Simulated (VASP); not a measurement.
Input of a VASP 6.6.1 run:

File INCAR:

```
SYSTEM = TiAl3
ALGO     = Normal         ! electronic algorithm
EDIFF    = 1E-7           ! SCF threshold, eV
ENCUT    = 520            ! plane-wave cutoff, eV
GGA      = PE             ! functional
ISIF     = 2              ! what is computed and relaxed
ISMEAR   = 0              ! smearing method
ISPIN    = 2              ! spin polarisation
LASPH    = .TRUE.         ! aspherical terms in the spheres
LCHARG   = .TRUE.         ! write CHGCAR
LELF     = .TRUE.         ! ELF
LMAXMIX  = 4              ! l up to which the mixer works
LORBIT   = 11             ! projections on sites
LREAL    = .FALSE.        ! projectors in reciprocal space
LVHAR    = .TRUE.       
LWAVE    = .FALSE.        ! write WAVECAR
MAGMOM   = 1 0 0 0        ! initial moments
NBANDS   = 22             ! bands
NELM     = 150            ! most SCF steps
PREC     = Accurate       ! precision mode
SIGMA    = 0.1            ! smearing width, eV
```

KPOINTS

```
k-points
0
G
  4 4 4
  0 0 0
```

The input POSCAR:

```
TiAl3
1.0
    3.9556713100      0.0000000000      0.0000000000
    0.0000000000      3.9556713100      0.0000000000
    0.0000000000      0.0000000000      3.9556713100
Ti Al
1 3
Direct
    0.0000000000      0.0000000000      0.0000000000
    0.5000000000      0.5000000000      0.0000000000
    0.5000000000      0.0000000000      0.5000000000
    0.0000000000      0.5000000000      0.5000000000
```

Potentials or basis: VASP PAW PBE potentials, release 64 (Ti_sv, Al).

Launch:

```bash
$ cat potpaw_PBE.64/Ti_sv/POTCAR potpaw_PBE.64/Al/POTCAR > POTCAR
$ mpirun -np 1 vasp_std > vasp.out
```

(1) Predict the net moment.

(2) Estimate the pressure.

## Answers

(1) 0.00 μB per cell.

(2) 2.1 GPa.

Caveat: the k points lie up to 0.40 Å⁻¹ apart.
